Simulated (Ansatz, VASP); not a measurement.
**Two plane-wave programs on GdMn**

```xyz
2
Lattice="3.7201 0.0000 0.0000 0.0000 3.7201 0.0000 0.0000 0.0000 3.7201" Properties=species:S:1:pos:R:3 pbc="T T T"
Gd    0.0000    0.0000    0.0000
Mn    1.8600    1.8600    1.8600
```

Alike in both runs: task single point; functional r2SCAN; k mesh 10 × 10 × 10; occupations gaussian, width 0.05 eV; collinear spin.

|  | VASP | Ansatz |
| --- | --- | --- |
| version | VASP 6.6.1 | Ansatz 0.2.0 |
| potentials or method | VASP PAW PBE potentials, release 64 (Gd, Mn_pv), cutoff 520 eV | scalar-relativistic, plane waves, PAW |
| valence electrons in the cell | 31 | 33 |

VASP gave:

```
gap on the k mesh at the Fermi level (eV)                     : none
pressure (GPa)                                                : -2.9
net moment per atom (μB)                                      : 1.84
size of the moment on the site where the two differ most (μB) : 7.08
```

Question: Estimate Ansatz's values.

Answer: gap on the k mesh at the Fermi level (eV): none; pressure (GPa): -2.8; net moment per atom (μB): 1.84; size of the moment on the site where the two differ most (μB): 7.44.

VASP's potentials were made for PBE, not for r2SCAN. Site moments also hang on the region over which each program counts them. A gap of «none» marks a metal or a gap that the smearing closes. The functional is the same, so the differences come from potentials, cutoffs and numerics. VASP's potentials hold 31 valence electrons a cell and Ansatz's 33, so a difference there can come from the potentials and not from the codes. Ansatz's warnings: given moment on shells, stability check not made.

Neither program's run includes spin-orbit coupling.
